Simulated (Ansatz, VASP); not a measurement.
Two plane-wave programs on Pd

```xyz
1
Lattice="0.0000 1.9374 1.9374 1.9374 0.0000 1.9374 1.9374 1.9374 0.0000" Properties=species:S:1:pos:R:3 pbc="T T T"
Pd    0.0000    0.0000    0.0000
```

Alike in both runs: functional PBEsol; k mesh 18 × 18 × 18; occupations gaussian, width 0.1 eV; no spin polarisation.

Ansatz relaxed the structure, and its values are those at the end. VASP's run is a single point on that final structure, the one shown.

|  | VASP | Ansatz |
| --- | --- | --- |
| version | VASP 6.6.1 | Ansatz 0.2.0 |
| potentials or method | VASP PAW PBE potentials, release 64 (Pd), cutoff 520 eV | scalar-relativistic, plane waves, PAW |
| valence electrons in the cell | 10 | 18 |

```csv
,VASP,Ansatz,Ansatz less VASP
gap on the k mesh at the Fermi level (eV),none,none,-
pressure (GPa),-0.3,0.0,+0.34
```

VASP's potentials were made for PBE, not for PBEsol. A gap of «none» marks a metal or a gap that the smearing closes. VASP's potentials hold 10 valence electrons a cell and Ansatz's 18, so a difference there can come from the potentials and not from the codes.
